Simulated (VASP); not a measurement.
A run of VASP 6.6.1:

The input INCAR:

```
SYSTEM = AlNi
PREC = Accurate ; ENCUT = 520
EDIFF = 1E-6 ; ISMEAR = 0
SIGMA = 0.15 ; LREAL = .FALSE.
LASPH = .TRUE. ; NELM = 60
ALGO = Fast ; ISIF = 2
LWAVE = .FALSE. ; LCHARG = .FALSE.
GGA = PS ; NBANDS = 14
```

KPOINTS

```
Automatic mesh
0
G
  16 16 16
  0 0 0
```

File POSCAR:

```
AlNi
1.0
    2.0211996418     -2.0211459310      0.0000000000
    2.0211996418      2.0211459310      0.0000000000
    0.0000000000      0.0000000000      2.8688666946
Al Ni
1 1
Direct
    0.0000000000      0.0000000000     -0.0198684728
    0.5000000000      0.5000000000      0.5091335987
```

Potentials or basis: VASP PAW PBE potentials, release 64 (Al, Ni).

Launch:

```sh
$ cat potpaw_PBE.64/Al/POTCAR potpaw_PBE.64/Ni/POTCAR > POTCAR
$ mpirun -np 1 vasp_std > vasp.out
```

Hardware: 1 thread of Intel(R) Xeon(R) Platinum 8559C (Emerald Rapids) (shared host).

Q: Estimate the wall time of this run.

A: Run time: 88 s on 1 thread of Intel(R) Xeon(R) Platinum 8559C (Emerald Rapids), with other jobs on the host, peak memory 0.32 GiB. Counts: scf iterations 15, k points 657.
